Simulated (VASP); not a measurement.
Wanted: the native input for a VASP 6.6.1 run.

* Task: relaxation of cell and atoms
* Functional: LDA
* Potentials or basis: VASP PAW LDA potentials, release 64 (Ca_sv, O)
* Cutoff: 600 eV
* k mesh: 8 × 8 × 8
* Occupations: gaussian, width 0.02 eV
* Spin: no spin polarisation
* Dipole correction: no
* Further INCAR settings: ALGO = Normal; EDIFF = 1e-06; IBRION = 2; EDIFFG = -0.005; NSW = 100; ISIF = 3

The structure of CaO lies in POSCAR:

```
CaO
1.0
    0.0000000000      2.3568261008      2.3568261008
    2.3568261008      0.0000000000      2.3568261008
    2.3568261008      2.3568261008      0.0000000000
Ca O
1 1
Direct
    0.0000000000      0.0000000000      0.0000000000
    0.5000000000      0.5000000000      0.5000000000
```

One way to write it, as run:

INCAR

```
PREC     = Accurate       # precision mode
ENCUT    = 600            # plane-wave cutoff, eV
EDIFF    = 1E-6           # SCF threshold, eV
ISMEAR   = 0              # smearing method
SIGMA    = 0.02           # smearing width, eV
LREAL    = F              # projectors in reciprocal space
LASPH    = T              # aspherical terms in the spheres
NELM     = 100            # most SCF steps
ALGO     = Normal         # electronic algorithm
ISIF     = 3              # what is computed and relaxed
LWAVE    = F              # write WAVECAR
LCHARG   = F              # write CHGCAR
IBRION   = 2              # ionic algorithm
NSW      = 100            # ionic steps
EDIFFG   = -0.005         # ionic threshold
```

KPOINTS

```
Automatic mesh
0
Gamma
  8 8 8
```

Potentials or basis: VASP PAW LDA potentials, release 64 (Ca_sv, O).

Run with:

```sh
$ cat potpaw_LDA.64/Ca_sv/POTCAR potpaw_LDA.64/O/POTCAR > POTCAR
$ mpirun -np 1 vasp_std > vasp.out
```

It gave:

| Quantity | Value |
| --- | --- |
| Relaxed volume | 13.13 Å³/atom |
| Relaxed cell | a = 3.336 Å, b = 3.336 Å, c = 3.336 Å, α = 60.00°, β = 60.00°, γ = 60.00° |
| Space group after relaxing (to 0.05 Å) | Fm-3m (No. 225) |
| Energy gained by relaxing | 0.0 meV/atom |
| Ionic steps | 3 |
| Pressure after relaxing | 0.0 GPa |
| Band gap on the k mesh | 3.42 eV, indirect (least direct gap 3.78 eV) |

Wall time 33 s on 1 thread of AMD EPYC 7R43 64-Core Processor (Zen 3), with other jobs on the host, peak memory 0.12 GiB.
